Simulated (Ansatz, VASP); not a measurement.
## One calculation of Pd, two programs

```
Pd
1.0
     2.64349    0.00000    0.00000
     0.00000    2.64349    0.00000
     0.00000    0.00000    2.64349
Pd
1
Direct
  0.00000 0.00000 0.00000
```

Alike in both runs: functional RPBE; k mesh 12 × 12 × 12; occupations fermi-dirac, width 0.05 eV; collinear spin.

Ansatz relaxed the structure, and its values are those at the end. VASP's run is a single point on that final structure, the one shown.

|  | VASP | Ansatz |
| --- | --- | --- |
| version | VASP 6.6.1 | Ansatz 0.2.0 |
| potentials or method | VASP PAW PBE potentials, release 64 (Pd), cutoff 520 eV | plane waves (420 eV) with PAW, scalar-relativistic |
| valence electrons in the cell | 10 | 18 |

Ansatz gave:

* pressure (GPa): 0.0
* net moment per atom (μB): 0.00

Q: What did VASP give for the same quantities?

A: Pressure (GPa): -0.2; net moment per atom (μB): 0.00.

VASP's potentials were made for PBE, not for RPBE. With one functional, cell and mesh, what is left measures potentials, basis and numerics. VASP's potentials hold 10 valence electrons a cell and Ansatz's 18, so a difference there can come from the potentials and not from the codes. Ansatz's warnings: seeded moment not kept.
